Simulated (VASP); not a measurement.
Input of a VASP 6.6.1 run:

File POSCAR:

```
Rh
1.0
    2.6490496710      0.0000000000      0.0000000000
   -1.3245248355      2.2941443109      0.0000000000
    0.0000000000      0.0000000000      4.4949163350
Rh
2
Direct
    0.6666666667      0.3333333333      0.7500000000
    0.3333333333      0.6666666667      0.2500000000
```

INCAR.step1

```
SYSTEM = Rh
ALGO = Normal
EDIFF = 1E-4
ENCUT = 520
GGA = PE
ISMEAR = 0
LASPH = .True.
LCHARG = .False.
LREAL = .False.
LWAVE = .True.
NBANDS = 22
NELM = 60
PREC = Accurate
SIGMA = 0.15
```

The input INCAR.step2:

```
SYSTEM = Rh
ALGO = Normal
EDIFF = 1E-6
ENCUT = 520
ISIF = 2
ISMEAR = 0
ISTART = 1
LASPH = .True.
LCHARG = .False.
LMIXTAU = .True.
LREAL = .False.
LWAVE = .False.
METAGGA = R2SCAN
NBANDS = 22
NELM = 60
PREC = Accurate
SIGMA = 0.15
```

The input KPOINTS:

```
k-points
0
Gamma
  18 18 12
  0 0 0
```

Potentials or basis: VASP PAW PBE potentials, release 64 (Rh_pv).

Run with:

```bash
$ cat potpaw_PBE.64/Rh_pv/POTCAR > POTCAR
$ cp INCAR.step1 INCAR
$ mpirun -np 1 vasp_std > vasp.out
$ cp INCAR.step2 INCAR
$ mpirun -np 1 vasp_std > vasp.out
```

(1) Estimate the band gap on the k mesh.

(2) Estimate the pressure.

## Answers

(1) zero (bands 15 and 16 overlap by 2.71 eV).

(2) 4.1 GPa.

Caveat: the cell differs from its parent crystal (strain -0.030 along x and y, +0.015 along z); the stress differs along the axes, from -5 to 9 GPa; the PAW data sets were made with another functional, which shifts forces and pressure a little.
